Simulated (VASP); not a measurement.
# Cd (Pm-3m) in VASP: further runs

Runs on Cd. Level: PBE. Tasks: single point, relaxation of cell and atoms.

Program: VASP 6.6.1. These are calculated values, not measurements. Logs are shortened: lines on timing, memory, paths and dates and some standing lists are left out, and cuts for length are marked.

### 1 The cell of the first run

It takes space group Pm-3m (No. 221, cubic). The conventional cell has a = 3.009 Å, b = 3.009 Å, c = 3.009 Å, α = 90.00°, β = 90.00°, γ = 90.00°. Cd (site symmetry m-3m) has 6 Cd at 3.01 Å within 4.0 Å.

### 2 Single point, PBE

INCAR

```
SYSTEM = Cd
ALGO = Normal
EDIFF = 1E-6
ENCUT = 520
GGA = PE
ISIF = 2
ISMEAR = 0
LASPH = .True.
LCHARG = .True.
LELF = .True.
LREAL = .False.
LVHAR = .True.
LWAVE = .False.
NBANDS = 12
NELM = 100
PREC = Accurate
SIGMA = 0.1
```

KPOINTS

```
k-points
0
Gamma
  7 7 7
  0 0 0
```

POSCAR

```
Cd
1.0
    3.0089938087      0.0000000000      0.0000000000
    0.0000000000      3.0089938087      0.0000000000
    0.0000000000      0.0000000000      3.0089938087
Cd
1
Direct
    0.0000000000      0.0000000000      0.0000000000
```

Potentials or basis: VASP PAW PBE potentials, release 64 (Cd).

Started as:

```console
> cat potpaw_PBE.64/Cd/POTCAR > POTCAR
> mpirun -np 1 vasp_std > vasp.out
```

OUTCAR:

```text
SYSTEM = Cd
   EDIFF = 1E-6
   ENCUT = 520
   GGA = PE
   ISIF = 2
   ISMEAR = 0
   LASPH = .True.
   LREAL = .False.
   NELM = 100
   PREC = Accurate

 ion  position               nearest neighbor table
   1  0.000  0.000  0.000-

  LATTYP: Found a simple cubic cell.
 ALAT       =     3.0089938087

  Lattice vectors:

 A1 = (   3.0089938087,   0.0000000000,   0.0000000000)
 A2 = (   0.0000000000,   3.0089938087,   0.0000000000)
 A3 = (   0.0000000000,   0.0000000000,   3.0089938087)

Analysis of symmetry for initial positions (statically):
=====================================================================
 Subroutine PRICEL returns:
 Original cell was already a primitive cell.

 Routine SETGRP: Setting up the symmetry group for a
 simple cubic supercell.

 Subroutine GETGRP returns: Found 48 space group operations
[... 9 lines left out ...]

 Routine SETGRP: Setting up the symmetry group for a
 simple cubic supercell.

 Subroutine GETGRP returns: Found 48 space group operations
[... 11 lines left out ...]
                                     Primitive cell

  volume of cell :      27.2436

  direct lattice vectors                    reciprocal lattice vectors
     3.008993809  0.000000000  0.000000000     0.332337008  0.000000000  0.000000000
     0.000000000  3.008993809  0.000000000     0.000000000  0.332337008  0.000000000
     0.000000000  0.000000000  3.008993809     0.000000000  0.000000000  0.332337008

  length of vectors
     3.008993809  3.008993809  3.008993809     0.332337008  0.332337008  0.332337008

  position of ions in fractional coordinates (direct lattice)
     0.000000000  0.000000000  0.000000000

  ion indices of the primitive-cell ions
   primitive index   ion index
                 1           1

----------------------------------------------------------------------------------------

 KPOINTS: k-points

Automatic generation of k-mesh.
 Grid dimensions read from file:
 generate k-points for:    7    7    7

 Generating k-lattice:

  Cartesian coordinates                     Fractional coordinates (reciprocal lattice)
     0.047476715  0.000000000  0.000000000     0.142857143  0.000000000  0.000000000
     0.000000000  0.047476715  0.000000000     0.000000000  0.142857143  0.000000000
     0.000000000  0.000000000  0.047476715     0.000000000  0.000000000  0.142857143

  Length of vectors
     0.047476715  0.047476715  0.047476715

  Shift w.r.t. Gamma in fractional coordinates (k-lattice)
     0.000000000  0.000000000  0.000000000

 Subroutine IBZKPT returns following result:
 ===========================================

 Found     20 irreducible k-points:

 Following reciprocal coordinates:
            Coordinates               Weight
  0.000000  0.000000  0.000000      1.000000
  0.142857  0.000000  0.000000      6.000000
  0.285714  0.000000  0.000000      6.000000
  0.428571  0.000000  0.000000      6.000000
  0.142857  0.142857  0.000000     12.000000
  0.285714  0.142857  0.000000     24.000000
[... 12 lines left out ...]
  0.428571  0.428571  0.285714     24.000000
  0.428571  0.428571  0.428571      8.000000
   k-points           NKPTS =     20   k-points in BZ     NKDIM =     20   number of bands    NBANDS=     12
   number of dos      NEDOS =    301   number of ions     NIONS =      1
   total plane-waves  NPLWV =  13824
   dimension x,y,z NGX =    24 NGY =   24 NGZ =   24
   dimension x,y,z NGXF=    48 NGYF=   48 NGZF=   48
   ions per type =               1
   NGX,Y,Z   is equivalent  to a cutoff of  13.26, 13.26, 13.26 a.u.
   NGXF,Y,Z  is equivalent  to a cutoff of  26.52, 26.52, 26.52 a.u.
 SYSTEM =  Cd
   PREC   = accura    normal or accurate (medium, high low for compatibility)
   ISTART =      0    job   : 0-new  1-cont  2-samecut
   ICHARG =      2    charge: 1-file 2-atom 10-const
   ISPIN  =      1    spin polarized calculation?
   LNONCOLLINEAR =      F non collinear calculations
   LSORBIT =      F    spin-orbit coupling
   LASPH  =      T    aspherical Exc in radial PAW
   ENCUT  =  520.0 eV  38.22 Ry    6.18 a.u.   5.59  5.59  5.59*2*pi/ulx,y,z
   NELM   =    100;   NELMIN=  2; NELMDL= -5     # of ELM steps
   EDIFF  = 0.1E-05   stopping-criterion for ELM
   LREAL  =      F    real-space projection
   EDIFFG = 0.1E-04   stopping-criterion for IOM
   NSW    =      0    number of steps for IOM
   IBRION =     -1    ionic relax: 0-MD 1-quasi-New 2-CG
   NFREE  =      0    steps in history (QN), initial steepest desc. (CG)
   ISIF   =      2    stress and relaxation
   ISYM   =      2    0-nonsym 1-usesym 2-fastsym
   POTIM  = 0.5000    time-step for ionic-motion
   TEBEG  =    0.0;   TEEND  =   0.0 temperature during run
   PSTRESS=    0.0 pullay stress
   NELECT =      12.0000    total number of electrons
   NUPDOWN=      -1.0000    fix difference up-down
   EMIN   =  10.00;   EMAX   =-10.00  energy-range for DOS
   EFERMI =   0.00;   METHOD = LEGACY
   ISMEAR =     0;   SIGMA  =   0.10  broadening in eV -4-tet -1-fermi 0-gaus
   EFERMI_NEDOS =   21; number of points for ismear=-14 and -15
   IALGO  =     38    algorithm
   IMIX   =      4    mixing-type and parameters
     AMIX     =   0.40;   BMIX     =  1.00
     AMIX_MAG =   1.60;   BMIX_MAG =  1.00
  volume/ion in A,a.u.               =      27.24       183.85
  Fermi-wavevector in a.u.,A,eV,Ry     =   1.245606  2.353854 21.109899  1.551534
  Thomas-Fermi vector in A             =   2.379821
   LORBIT       =      0    0 simple, 1 ext, 2 COOP (PROOUT), +10 PAW based schemes
   GGA     = PE    functional components
   LHFCALC =     F    Hartree Fock is set to
   AEXX    =    0.0000 exact exchange contribution
   IVDW    =     0    specifies the selected vdW correction
   LEPSILON=     F    determine dielectric tensor
   LRPA    =     F    only Hartree local field effects (RPA)
 non-spin polarized calculation
 Gauss-broadening in eV      SIGMA  =   0.10
  energy-cutoff  :      520.00
  volume of cell :       27.24
 maximum number of plane-waves:       742
 NGX is ok and might be reduce to    24
   NGX = 11   NGY = 11   NGZ = 11

 number of electron      12.0000007 magnetization

 Free energy of the ion-electron system (eV)
  ---------------------------------------------------
  ext. energy  EPLUGINS =         0.00000000
  ---------------------------------------------------
  free energy    TOTEN  =        -0.59535753 eV

  energy without entropy =       -0.59322755  energy(sigma->0) =       -0.59429254

 E-fermi :   1.2378     XC(G=0):  -9.7667

 val. band max:        1.0863837814   @ k =   0.4286   0.4286   0.1429
 cond. band min:       1.3286020241   @ k =   0.4286   0.1429   0.1429
 fundamental gap:      0.2422182427
 Fermi energy:         1.2377767024

 k-point     1 :       0.0000    0.0000    0.0000
  band No.  band energies     occupation
      1      -8.0403      2.00000
      2      -8.0403      2.00000
      3      -6.7743      2.00000
      4      -6.7743      2.00000
      5      -6.7743      2.00000
      6      -5.9681      2.00000
      7      11.0191      0.00000
      8      11.0191      0.00000
      9      11.0191      0.00000
     10      14.4482      0.00000
     11      14.4482      0.00000
     12      15.2056      0.00000

 k-point     2 :       0.1429    0.0000    0.0000
  band No.  band energies     occupation
      1      -8.0206      2.00000
      2      -7.9011      2.00000
      3      -6.8472      2.00000
      4      -6.8472      2.00000
      5      -6.7682      2.00000
      6      -5.5917      2.00000
      7       7.9033      0.00000
      8      11.4727      0.00000
      9      11.4727      0.00000
     10      14.5981      0.00000
     11      15.0665      0.00000
     12      18.3659      0.00000

 k-point     3 :       0.2857    0.0000    0.0000
  band No.  band energies     occupation
      1      -7.9759      2.00000
      2      -7.6298      2.00000
      3      -7.0065      2.00000
      4      -7.0065      2.00000
      5      -6.7542      2.00000
      6      -4.3894      2.00000
      7       3.9903      0.00000
      8      12.7234      0.00000
      9      12.7234      0.00000
     10      15.0432      0.00000
     11      15.5331      0.00000
     12      20.6341      0.00000

 k-point     4 :       0.4286    0.0000    0.0000
  band No.  band energies     occupation
      1      -7.9398      2.00000
      2      -7.4429      2.00000
      3      -7.1301      2.00000
      4      -7.1301      2.00000
      5      -6.7431      2.00000
      6      -2.3504      2.00000
      7       0.5713      2.00000
      8      14.3119      0.00000
      9      14.3119      0.00000
     10      15.6499      0.00000
     11      16.1018      0.00000
     12      18.8251      0.00000

 k-point     5 :       0.1429    0.1429    0.0000
  band No.  band energies     occupation
      1      -7.9463      2.00000
      2      -7.8020      2.00000
      3      -6.9432      2.00000
      4      -6.8458      2.00000
      5      -6.8343      2.00000
      6      -5.2111      2.00000
      7       8.0953      0.00000
      8       8.4918      0.00000
      9      11.9278      0.00000
     10      14.9887      0.00000
     11      18.2284      0.00000
     12      18.5085      0.00000

 k-point     6 :       0.2857    0.1429    0.0000
  band No.  band energies     occupation
      1      -7.8831      2.00000
      2      -7.5137      2.00000
      3      -7.1334      2.00000
      4      -6.9976      2.00000
      5      -6.8237      2.00000
      6      -4.0246      2.00000
      7       4.3510      0.00000
      8       9.4303      0.00000
      9      13.1868      0.00000
     10      15.4987      0.00000
     11      16.5080      0.00000
     12      19.9060      0.00000

 k-point     7 :       0.4286    0.1429    0.0000
  band No.  band energies     occupation
      1      -7.8431      2.00000
      2      -7.3047      2.00000
      3      -7.2729      2.00000
      4      -7.1195      2.00000
      5      -6.8110      2.00000
      6      -2.0184      2.00000
      7       0.9475      1.99996
      8      11.0925      0.00000
      9      13.8093      0.00000
     10      14.8138      0.00000
     11      16.1782      0.00000
     12      19.2226      0.00000

 k-point     8 :       0.2857    0.2857    0.0000
  band No.  band energies     occupation
      1      -7.7706      2.00000
      2      -7.3844      2.00000
      3      -7.1763      2.00000
      4      -6.9852      2.00000
      5      -6.9682      2.00000
      6      -2.9061      2.00000
      7       4.8528      0.00000
      8       6.1141      0.00000
      9      13.2489      0.00000
     10      14.4750      0.00000
     11      16.1735      0.00000
     12      20.8689      0.00000
[... 106 lines left out ...]
 k-point    16 :       0.4286    0.4286    0.1429
  band No.  band energies     occupation
      1      -7.7448      2.00000
      2      -7.4330      2.00000
      3      -7.1971      2.00000
      4      -7.1938      2.00000
      5      -6.5290      2.00000
      6       1.0864      1.96773
      7       3.2981      0.00000
      8       4.6931      0.00000
      9       8.1200      0.00000
     10      14.4433      0.00000
     11      16.6838      0.00000
     12      16.9952      0.00000

 k-point    17 :       0.2857    0.2857    0.2857
  band No.  band energies     occupation
      1      -7.3830      2.00000
      2      -7.3064      2.00000
      3      -7.3064      2.00000
      4      -7.1043      2.00000
      5      -7.1043      2.00000
      6      -1.4404      2.00000
      7       6.4223      0.00000
      8       6.4223      0.00000
      9       7.9522      0.00000
     10      14.6614      0.00000
     11      14.6614      0.00000
     12      14.7400      0.00000

 k-point    18 :       0.4286    0.2857    0.2857
  band No.  band energies     occupation
      1      -7.5280      2.00000
      2      -7.4524      2.00000
      3      -7.2889      2.00000
      4      -7.0949      2.00000
      5      -6.7641      2.00000
      6       0.3774      2.00000
      7       3.4429      0.00000
      8       7.8823      0.00000
      9       9.2837      0.00000
     10      11.6356      0.00000
     11      12.1435      0.00000
     12      16.3479      0.00000

 k-point    19 :       0.4286    0.4286    0.2857
  band No.  band energies     occupation
      1      -7.6851      2.00000
      2      -7.4512      2.00000
      3      -7.4425      2.00000
      4      -6.9279      2.00000
      5      -6.5143      2.00000
      6       2.1189      0.00000
      7       4.4602      0.00000
      8       5.5231      0.00000
      9       8.7859      0.00000
     10      10.9549      0.00000
     11      13.4106      0.00000
     12      13.4942      0.00000

 k-point    20 :       0.4286    0.4286    0.4286
  band No.  band energies     occupation
      1      -7.6469      2.00000
      2      -7.6267      2.00000
      3      -7.6267      2.00000
      4      -6.5037      2.00000
      5      -6.5037      2.00000
      6       3.7677      0.00000
      7       5.8086      0.00000
      8       5.8086      0.00000
      9       8.5660      0.00000
     10      10.0121      0.00000
     11      11.1478      0.00000
     12      11.1478      0.00000

------------------------ aborting loop because EDIFF is reached ----------------------------------------

  FORCE on cell =-STRESS in cart. coord.  units (eV):
  Direction    XX          YY          ZZ          XY          YZ          ZX
  --------------------------------------------------------------------------------------
  -------------------------------------------------------------------------------------
  Total        0.0361630      0.0361630      0.0361630      0.0000000      0.0000000      0.0000000
  in kB        2.1267258      2.1267258      2.1267258      0.0000000      0.0000000      0.0000000
  external PRESSURE =       2.1267258 kB  Pullay stress =       0.0000000 kB

 VOLUME and BASIS-vectors are now :
 -----------------------------------------------------------------------------
  energy-cutoff  :      520.00
  volume of cell :       27.24
      direct lattice vectors                 reciprocal lattice vectors
     3.008993809  0.000000000  0.000000000     0.332337008  0.000000000  0.000000000
     0.000000000  3.008993809  0.000000000     0.000000000  0.332337008  0.000000000
     0.000000000  0.000000000  3.008993809     0.000000000  0.000000000  0.332337008

 POSITION                                       TOTAL-FORCE (eV/Angst)
 -----------------------------------------------------------------------------------
      0.00000      0.00000      0.00000         0.000000      0.000000      0.000000
 -----------------------------------------------------------------------------------
    total drift:                                0.000000     -0.000000      0.000000

  FREE ENERGIE OF THE ION-ELECTRON SYSTEM (eV)
  ---------------------------------------------------
  free  energy   TOTEN  =        -0.5953575323 eV

  energy  without entropy=       -0.5932275452  energy(sigma->0) =       -0.59429254
```

Wall time 3.5 s (1 thread of Intel Xeon Platinum 8375C at 2.90GHz (Ice Lake), shared host); peak memory 0.13 GiB.

Results:

```
Free energy            : -0.5954 eV
Pressure               : 0.2 GPa
Band gap on the k mesh : zero (band 6 reaches 3.77 eV, above the bottom of band 7 at 0.57 eV)
```

Levels at points of the mesh, in eV from the Fermi level:
```
           k point  band 4  band 5  band 6  band 7  band 8  band 9
(0.00, 0.00, 0.00)   -8.01   -8.01   -7.21    9.78    9.78    9.78
```

### 3 Relaxation of cell and atoms, PBE

This run uses another cell than the first one, of 23.64 Å³/atom, 0.868 times its volume.

INCAR

```
PREC = Accurate ; ENCUT = 600
EDIFF = 1E-6 ; ISMEAR = 0
SIGMA = 0.1 ; LREAL = False
LASPH = True ; NELM = 80
ALGO = Normal ; ISIF = 3
LWAVE = False ; LCHARG = False
GGA = PE ; IBRION = 2
NSW = 80 ; EDIFFG = -0.01
```

KPOINTS

```
Automatic mesh
0
Gamma
  7 7 7
```

POSCAR

```
Cd
1.0
    2.8700000000      0.0000000000      0.0000000000
    0.0000000000      2.8700000000      0.0000000000
    0.0000000000      0.0000000000      2.8700000000
Cd
1
Direct
    0.0000000000      0.0000000000      0.0000000000
```

Potentials or basis: VASP PAW PBE potentials, release 64 (Cd).

Started as:

```console
> cat potpaw_PBE.64/Cd/POTCAR > POTCAR
> mpirun -np 1 vasp_std > vasp.out
```

It took 8.4 s on 1 thread of Intel Xeon Platinum 8375C at 2.90GHz (Ice Lake), shared host; peak memory 0.14 GiB.

It converged, with:

* Free energy: -0.5935 eV
* Relaxed volume: 27.40 Å³/atom
* Relaxed cell: a = 3.015 Å, b = 3.015 Å, c = 3.015 Å, α = 90.00°, β = 90.00°, γ = 90.00°
* Space group after relaxing (to 0.05 Å): Pm-3m (No. 221)
* Energy gained by relaxing: 62.0 meV/atom
* Ionic steps: 4
* Pressure after relaxing: 0.0 GPa
* Band gap on the k mesh: zero (band 6 reaches 3.72 eV, above the bottom of band 7 at 0.55 eV)

Step by step:
| step | energy change (eV) | largest force (eV/Å) | pressure (GPa) | volume (Å³) |
| --- | --- | --- | --- | --- |
| 1 | 0.0000 | 0.0000 | 6.23 | 23.64 |
| 2 | -0.0612 | 0.0000 | 0.51 | 26.93 |
| 3 | -0.0620 | 0.0000 | -0.07 | 27.48 |
| 4 | -0.0620 | 0.0000 | 0.02 | 27.40 |

Final structure:
```
CELL_PARAMETERS angstrom
3.01473 0.00000 0.00000
0.00000 3.01473 0.00000
0.00000 0.00000 3.01473
ATOMIC_POSITIONS crystal
Cd 0.00000 0.00000 0.00000
```

Levels at points of the mesh, in eV from the Fermi level:
```csv
k point,band 2,band 3,band 4,band 5,band 6,band 7,band 8,band 9,band 10
"(0.00, 0.00, 0.00)",-9.26,-8.01,-8.01,-8.01,-7.17,9.75,9.75,9.75,13.16
```

Caveat: the volume moved by over 15 % at a fixed basis, so the end points are rough.
